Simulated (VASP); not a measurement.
**Re: single point with PBE**

Re:

```
CELL_PARAMETERS angstrom
0.00000 1.93116 2.14070
1.93116 0.00000 2.14070
1.93116 1.93116 0.00000
ATOMIC_POSITIONS crystal
Re 0.00000 0.00000 0.00000
```

This cell differs from its parent crystal: volume 15.967 Å^3 an atom, c/a of the conventional cell 1.1085.

```yaml
Program: VASP 6.6.1
Task: single point
Functional: PBE
Potentials_or_basis: VASP PAW PBE potentials, release 64 (Re)
Cutoff: 520 eV
k_mesh: 10 × 10 × 10
Occupations: gaussian, width 0.15 eV
Spin: no spin polarisation
Dipole_correction: no
Further_INCAR_settings: ALGO = Normal; EDIFF = 1e-07; NBANDS = 10
```

- Pressure: -19.0 GPa

Stress tensor (GPa, compression positive):
```
-10.82   0.00   0.00
  0.00 -10.82   0.00
  0.00   0.00 -35.25
```

Levels at points of the mesh, in eV from the Fermi level:
| k point | band 1 | band 2 | band 3 | band 4 | band 5 | band 6 | band 7 | band 8 |
| --- | --- | --- | --- | --- | --- | --- | --- | --- |
| (0.00, 0.00, 0.00) | -9.59 | -2.63 | -1.19 | -1.19 | 0.00 | 1.98 | 13.97 | 17.07 |
| (0.50, 0.00, 0.00) | -6.32 | -2.59 | -1.19 | 0.10 | 2.97 | 3.60 | 8.91 | 13.07 |
| (0.50, 0.50, 0.00) | -6.28 | -5.29 | 1.18 | 3.43 | 3.86 | 3.86 | 9.95 | 12.79 |
| (0.50, 0.00, 0.50) | -6.14 | -5.32 | 3.00 | 3.15 | 3.16 | 4.75 | 10.54 | 11.71 |

Wall time 11 s on 1 thread of Intel(R) Xeon(R) Platinum 8488C (Sapphire Rapids), with other jobs on the host, peak memory 0.14 GiB.

Caveat: spin-orbit coupling is left out, which moves the levels of the heavy elements.
